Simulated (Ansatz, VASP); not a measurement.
## One calculation of KAl2As2, two programs

```xyz
5
Lattice="4.0313 0.0000 0.0000 -2.0156 3.4912 0.0000 0.0000 0.0000 9.6736" Properties=species:S:1:pos:R:3 pbc="T T T"
K     0.0000    2.3274    4.8368
Al    0.0000    2.3274    8.3058
Al    0.0000    2.3274    1.3678
As    0.0000    0.0000    7.4400
As    0.0000    0.0000    2.2336
```

Alike in both runs: task relaxation of cell and atoms; functional PBE; k mesh 12 × 12 × 4; occupations gaussian, width 0.1 eV; no spin polarisation.

|  | VASP | Ansatz |
| --- | --- | --- |
| version | VASP 6.6.1 | Ansatz 0.2.0 |
| potentials or method | VASP PAW PBE potentials, release 64 (K_sv, Al, As), cutoff 600 eV | scalar-relativistic, plane waves, PAW |
| valence electrons in the cell | 25 | 45 |

VASP gave:

* gap on the k mesh at the Fermi level, each at its own relaxed structure (eV): none
* relaxed volume (Å³/atom): 27.21
* relaxed length of the cell vector where the two differ most in proportion (Å): 4.032

Q: Estimate Ansatz's values.

A: gap on the k mesh at the Fermi level, each at its own relaxed structure (eV): none; relaxed volume (Å³/atom): 27.14; relaxed length of the cell vector where the two differ most in proportion (Å): 4.028.

A gap of «none» marks a metal or a gap that the smearing closes. VASP's potentials hold 25 valence electrons a cell and Ansatz's 45, so a difference there can come from the potentials and not from the codes.
